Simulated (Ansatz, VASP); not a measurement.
## Two plane-wave programs on Ir

```
Ir
1.0
     2.70529    0.00000    0.00000
    -1.35265    2.34285    0.00000
     0.00000    0.00000    4.38586
Ir
2
Direct
  0.66667 0.33333 0.75000
  0.33333 0.66667 0.25000
```

Alike in both runs: functional LDA; k mesh 18 × 18 × 10; no spin polarisation.

Ansatz relaxed the structure, and its values are those at the end. VASP's run is a single point on that final structure, the one shown.

|  | VASP | Ansatz |
| --- | --- | --- |
| version | VASP 6.6.1 | Ansatz 0.2.0 |
| potentials or method | VASP PAW LDA potentials, release 64 (Ir), cutoff 520 eV | plane waves, PAW |
| occupations | gaussian, width 0.1 eV | gaussian |
| valence electrons in the cell | 18 | 34 |

|  | VASP | Ansatz | Ansatz less VASP |
| --- | --- | --- | --- |
| pressure (GPa) | 2.6 | 0.0 | -2.59 |

LDA's correlation is that of Perdew and Zunger in VASP and of Perdew and Wang (1992) in Ansatz. VASP's potentials hold 18 valence electrons a cell and Ansatz's 34, so a difference there can come from the potentials and not from the codes.

Spin-orbit coupling is off throughout.
